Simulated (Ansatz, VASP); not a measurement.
One calculation of GaN, two programs

```
CELL_PARAMETERS angstrom
-0.01124 2.24895 2.24895
2.24895 -0.01124 2.24895
2.23771 2.23771 0.00000
ATOMIC_POSITIONS crystal
Ga 0.99928 0.99928 0.00072
N 0.25072 0.25072 0.24928
```

Change from the starting cell: shear_xy strain -1.0%.

Alike in both runs: task single point; functional PBE; k mesh 10 × 10 × 10; occupations fermi-dirac, width 0.02 eV; no spin polarisation.

|  | VASP | Ansatz |
| --- | --- | --- |
| version | VASP 6.6.1 | Ansatz 0.2.0 |
| potentials or method | VASP PAW PBE potentials, release 64 (Ga_d, N) | plane waves, PAW |
| plane-wave cutoff (eV) | 520 | 420 |
| valence electrons in the cell | 18 | 18 |

Ansatz gave:

| Property | Result |
| --- | --- |
| gap on the k mesh at the Fermi level (eV) | 1.72 |
| pressure (GPa) | 6.2 |
| traceless stress, the component that is largest in VASP (GPa) | 1.55 |
| rms of the force components (eV/Å) | 0.004 |

Estimate VASP's values.

gap on the k mesh at the Fermi level (eV): 1.73; pressure (GPa): 6.3; traceless stress, the component that is largest in VASP (GPa): 1.55; rms of the force components (eV/Å): 0.004.

Atom by atom the forces differ by 0.001 eV/Å (rms over components).
